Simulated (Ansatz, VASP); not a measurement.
SnO in VASP and in Ansatz

```
CELL_PARAMETERS angstrom
3.79860 0.00000 0.00000
0.00000 3.79860 0.00000
0.00000 0.00000 4.84080
ATOMIC_POSITIONS crystal
Sn 0.50000 0.00000 0.23690
Sn 0.00000 0.50000 0.76310
O 0.00000 0.00000 0.00000
O 0.50000 0.50000 0.00000
```

Alike in both runs: task single point; functional PBEsol; k mesh 6 × 6 × 4; occupations fermi-dirac, width 0.05 eV; no spin polarisation.

```csv
,VASP,Ansatz
version,VASP 6.6.1,Ansatz 0.2.0
potentials or method,"VASP PAW PBE potentials, release 64 (Sn_d, O), cutoff 520 eV","plane waves, PAW"
valence electrons in the cell,40,40
```

Ansatz gave:

| Quantity | Value |
| --- | --- |
| pressure (GPa) | 0.4 |
| traceless stress, the component that is largest in VASP (GPa) | -0.16 |

Q: Which values does VASP return?

A: Pressure (GPa): 0.7; traceless stress, the component that is largest in VASP (GPa): -0.16.

VASP's potentials were made for PBE, not for PBEsol. Ansatz's warnings: stress scf threshold loose.
